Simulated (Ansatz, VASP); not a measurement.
## Mg: VASP beside Ansatz

```xyz
1
Lattice="-1.6003 1.6001 2.2601 1.6003 -1.6001 2.2601 1.6003 1.6001 -2.2601" Properties=species:S:1:pos:R:3 pbc="T T T"
Mg    0.0000    0.0000    0.0000
```

Change from the starting cell: the structure that the rattled cell fell into.

Alike in both runs: functional PBE; k mesh 24 × 24 × 24; occupations gaussian, width 0.1 eV; no spin polarisation.

Ansatz relaxed the structure, and its values are those at the end. VASP's run is a single point on that final structure, the one shown.

|  | VASP | Ansatz |
| --- | --- | --- |
| version | VASP 6.6.1 | Ansatz 0.2.0 |
| potentials or method | VASP PAW PBE potentials, release 64 (Mg), cutoff 520 eV | scalar-relativistic, plane waves, PAW |
| valence electrons in the cell | 2 | 10 |

|  | VASP | Ansatz | Ansatz less VASP |
| --- | --- | --- | --- |
| gap on the k mesh at the Fermi level (eV) | none | none | - |
| pressure (GPa) | -0.1 | 0.0 | +0.12 |

A gap of «none» marks a metal or a gap that the smearing closes. VASP's potentials hold 2 valence electrons a cell and Ansatz's 10, so a difference there can come from the potentials and not from the codes.
